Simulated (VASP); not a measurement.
# Sc (Im-3m) in VASP: a series of runs

Sc is run at these levels: PBE; tasks: single point.

Program: VASP 6.6.1. These are calculated values, not measurements. Logs are shortened: lines on timing, memory, paths and dates and some standing lists are left out, and cuts for length are marked.

### Step 1. The cell of the first run

It takes space group Im-3m (No. 229, cubic). Conventional cell: a = 3.729 Å, b = 3.729 Å, c = 3.729 Å, α = 90.00°, β = 90.00°, γ = 90.00°. Sc (site symmetry m-3m) has 14 Sc at 3.23 to 3.73 Å within 4.2 Å.

### Step 2. Single point, PBE (volume scaled by 1.04)

File INCAR:

```
ALGO = Normal
EDIFF = 1E-7
ENCUT = 520
GGA = PE
ISIF = 2
ISMEAR = -1
LASPH = True
LCHARG = False
LREAL = False
LWAVE = False
NBANDS = 12
NELM = 60
PREC = Accurate
SIGMA = 0.1
```

File KPOINTS:

```
k-points
0
Gamma
  14 14 14
```

File POSCAR:

```
Sc
1.0
   -1.8647409428      1.8647409428      1.8647409428
    1.8647409428     -1.8647409428      1.8647409428
    1.8647409428      1.8647409428     -1.8647409428
Sc
1
Direct
    0.0000000000      0.0000000000      0.0000000000
```

Potentials or basis: VASP PAW PBE potentials, release 64 (Sc_sv).

Command:

```sh
$ cat potpaw_PBE.64/Sc_sv/POTCAR > POTCAR
$ mpirun -np 1 vasp_std > vasp.out
```

OUTCAR:

```text
EDIFF = 1E-7
   ENCUT = 520
   GGA = PE
   ISIF = 2
   ISMEAR = -1
   LASPH = True
   LREAL = False
   NELM = 60
   PREC = Accurate

 ion  position               nearest neighbor table
   1  0.000  0.000  0.000-

  LATTYP: Found a body centered cubic cell.
 ALAT       =     3.7294818856

  Lattice vectors:

 A1 = (  -1.8647409428,   1.8647409428,   1.8647409428)
 A2 = (   1.8647409428,  -1.8647409428,   1.8647409428)
 A3 = (   1.8647409428,   1.8647409428,  -1.8647409428)

Analysis of symmetry for initial positions (statically):
=====================================================================
 Subroutine PRICEL returns:
 Original cell was already a primitive cell.

 Routine SETGRP: Setting up the symmetry group for a
 body centered cubic supercell.

 Subroutine GETGRP returns: Found 48 space group operations
 (whereof 48 operations were pure point group operations)
 out of a pool of 48 trial point group operations.

The static configuration has the point symmetry O_h .

Analysis of symmetry for dynamics (positions and initial velocities):
=====================================================================
 Subroutine PRICEL returns:
 Original cell was already a primitive cell.

 Routine SETGRP: Setting up the symmetry group for a
 body centered cubic supercell.

 Subroutine GETGRP returns: Found 48 space group operations
 (whereof 48 operations were pure point group operations)
 out of a pool of 48 trial point group operations.

The dynamic configuration has the point symmetry O_h .

 Subroutine INISYM returns: Found 48 space group operations
 (whereof 48 operations are pure point group operations),
 and found     1 'primitive' translations

----------------------------------------------------------------------------------------

                                     Primitive cell

  volume of cell :      25.9367

  direct lattice vectors                    reciprocal lattice vectors
    -1.864740943  1.864740943  1.864740943     0.000000000  0.268133760  0.268133760
     1.864740943 -1.864740943  1.864740943     0.268133760  0.000000000  0.268133760
     1.864740943  1.864740943 -1.864740943     0.268133760  0.268133760  0.000000000

  length of vectors
     3.229826056  3.229826056  3.229826056     0.379198400  0.379198400  0.379198400

  position of ions in fractional coordinates (direct lattice)
     0.000000000  0.000000000  0.000000000
[... 75 lines left out ...]
   NELM   =     60;   NELMIN=  2; NELMDL= -5     # of ELM steps
   EDIFF  = 0.1E-06   stopping-criterion for ELM
   LREAL  =      F    real-space projection
   EDIFFG = 0.1E-05   stopping-criterion for IOM
   NSW    =      0    number of steps for IOM
   IBRION =     -1    ionic relax: 0-MD 1-quasi-New 2-CG
   NFREE  =      0    steps in history (QN), initial steepest desc. (CG)
   ISIF   =      2    stress and relaxation
   ISYM   =      2    0-nonsym 1-usesym 2-fastsym
   POTIM  = 0.5000    time-step for ionic-motion
   TEBEG  =    0.0;   TEEND  =   0.0 temperature during run
   PSTRESS=    0.0 pullay stress
   NELECT =      11.0000    total number of electrons
   NUPDOWN=      -1.0000    fix difference up-down
   EMIN   =  10.00;   EMAX   =-10.00  energy-range for DOS
   EFERMI =   0.00;   METHOD = LEGACY
   ISMEAR =    -1;   SIGMA  =   0.10  broadening in eV -4-tet -1-fermi 0-gaus
   EFERMI_NEDOS =   21; number of points for ismear=-14 and -15
   IALGO  =     38    algorithm
   IMIX   =      4    mixing-type and parameters
     AMIX     =   0.40;   BMIX     =  1.00
     AMIX_MAG =   1.60;   BMIX_MAG =  1.00
  volume/ion in A,a.u.               =      25.94       175.03
  Fermi-wavevector in a.u.,A,eV,Ry     =   1.229987  2.324339 20.583822  1.512868
  Thomas-Fermi vector in A             =   2.364853
   LORBIT       =      0    0 simple, 1 ext, 2 COOP (PROOUT), +10 PAW based schemes
   GGA     = PE    functional components
   LHFCALC =     F    Hartree Fock is set to
   AEXX    =    0.0000 exact exchange contribution
   IVDW    =     0    specifies the selected vdW correction
   LEPSILON=     F    determine dielectric tensor
   LRPA    =     F    only Hartree local field effects (RPA)
 non-spin polarized calculation
  energy-cutoff  :      520.00
  volume of cell :       25.94
 maximum number of plane-waves:       716
   NGX = 13   NGY = 13   NGZ = 13

 number of electron      10.9999996 magnetization

 Free energy of the ion-electron system (eV)
  ---------------------------------------------------
  ext. energy  EPLUGINS =         0.00000000
  ---------------------------------------------------
  free energy    TOTEN  =        -6.18107832 eV

  energy without entropy =       -6.09828804  energy(sigma->0) =       -6.13968318

 E-fermi :   3.4868     XC(G=0):  -9.6804

 val. band max:        3.4854196849   @ k =  -0.4286   0.4286   0.1429
 cond. band min:       3.5060664997   @ k =   0.2857   0.1429   0.1429
 fundamental gap:      0.0206468147
 Fermi energy:         3.4867951993

 k-point     1 :       0.0000    0.0000    0.0000
  band No.  band energies     occupation
      1     -46.2199      2.00000
      2     -24.6543      2.00000
      3     -24.6543      2.00000
      4     -24.6543      2.00000
      5      -1.6378      2.00000
      6       4.8809      0.00000
      7       4.8809      0.00000
      8       4.8809      0.00000
      9       6.2024      0.00000
     10       6.2024      0.00000
     11      17.2732      0.00000
     12      17.2732      0.00000
[... 331 lines left out ...]
 k-point    24 :       0.3571    0.2857    0.0000
  band No.  band energies     occupation
      1     -46.1632      2.00000
      2     -24.9053      2.00000
      3     -24.8544      2.00000
      4     -24.6946      2.00000
      5       2.9204      1.99309
      6       3.2935      1.74723
      7       3.4195      1.32444
      8       6.2750      0.00000
      9       6.4482      0.00000
     10       9.0952      0.00000
     11       9.7674      0.00000
     12      10.4083      0.00000

 [... further k-points ...]
[... 5 lines left out ...]
  --------------------------------------------------------------------------------------
  -------------------------------------------------------------------------------------
  Total       -0.3072977     -0.3072977     -0.3072977     -0.0000000      0.0000000      0.0000000
  in kB      -18.9825396    -18.9825396    -18.9825396     -0.0000000      0.0000000      0.0000000
  external PRESSURE =     -18.9825396 kB  Pullay stress =       0.0000000 kB

 VOLUME and BASIS-vectors are now :
 -----------------------------------------------------------------------------
  energy-cutoff  :      520.00
  volume of cell :       25.94
      direct lattice vectors                 reciprocal lattice vectors
    -1.864740943  1.864740943  1.864740943     0.000000000  0.268133760  0.268133760
     1.864740943 -1.864740943  1.864740943     0.268133760  0.000000000  0.268133760
     1.864740943  1.864740943 -1.864740943     0.268133760  0.268133760  0.000000000

 POSITION                                       TOTAL-FORCE (eV/Angst)
 -----------------------------------------------------------------------------------
      0.00000      0.00000      0.00000        -0.000000      0.000000      0.000000
 -----------------------------------------------------------------------------------
    total drift:                                0.000000      0.000000      0.000000

  FREE ENERGIE OF THE ION-ELECTRON SYSTEM (eV)
  ---------------------------------------------------
  free  energy   TOTEN  =        -6.1810783239 eV

  energy  without entropy=       -6.0982880423  energy(sigma->0) =       -6.13968318
```

stdout:

```text
POSCAR found type information on POSCAR Sc
 POSCAR found :  1 types and       1 ions
 scaLAPACK will be used
 LDA part: xc-table for (Slater+PW92), standard interpolation
 POSCAR, INCAR and KPOINTS ok, starting setup
 FFT: planning ... GRIDC
 FFT: planning ... GRID_SOFT
 FFT: planning ... GRID
 WAVECAR not read
 entering main loop
```

Wall time 31 s (1 thread of Intel Xeon Platinum 8259CL at 2.50GHz (Skylake/Cascade Lake), shared host); peak memory 0.15 GiB.

Results:

| Quantity | Value |
| --- | --- |
| Free energy | -6.1811 eV |
| Pressure | -1.9 GPa |

### Step 3. Single point, PBE (volume scaled by 1.08)

File INCAR:

```
PREC = Accurate ; ENCUT = 520
EDIFF = 1E-6 ; ISMEAR = -1
SIGMA = 0.1 ; LREAL = False
LASPH = True ; NELM = 100
ALGO = Normal ; ISIF = 2
LWAVE = False ; LCHARG = True
GGA = PE ; LELF = True
LVHAR = True ; NBANDS = 12
```

File KPOINTS:

```
regular mesh
0
Gamma
  14 14 14
```

File POSCAR:

```
Sc
1.0
   -1.8883477646      1.8883477646      1.8883477646
    1.8883477646     -1.8883477646      1.8883477646
    1.8883477646      1.8883477646     -1.8883477646
Sc
1
Direct
    0.0000000000      0.0000000000      0.0000000000
```

Potentials or basis: VASP PAW PBE potentials, release 64 (Sc_sv).

Command:

```sh
$ cat potpaw_PBE.64/Sc_sv/POTCAR > POTCAR
$ mpirun -np 1 vasp_std > vasp.out
```

Wall time 26 s (1 thread of Intel Xeon Platinum 8259CL at 2.50GHz (Skylake/Cascade Lake), shared host); peak memory 0.15 GiB.

Results (log left out):

```yaml
Free_energy: -6.1644 eV
Pressure: -3.5 GPa
```

Levels at points of the mesh, in eV from the Fermi level:
```
           k point  band 1  band 2  band 3  band 4  band 5  band 6  band 7  band 8  band 9  band 10
(0.00, 0.00, 0.00)  -49.80  -28.25  -28.25  -28.25   -5.04    1.34    1.34    1.34    2.60     2.60
(0.50, 0.00, 0.00)  -49.76  -28.54  -28.35  -28.25   -1.64    0.30    0.31    2.56    2.86     3.74
(0.50, 0.50, 0.50)  -49.73  -28.46  -28.46  -28.46   -1.03   -1.03    3.48    3.48    3.48     5.67
```
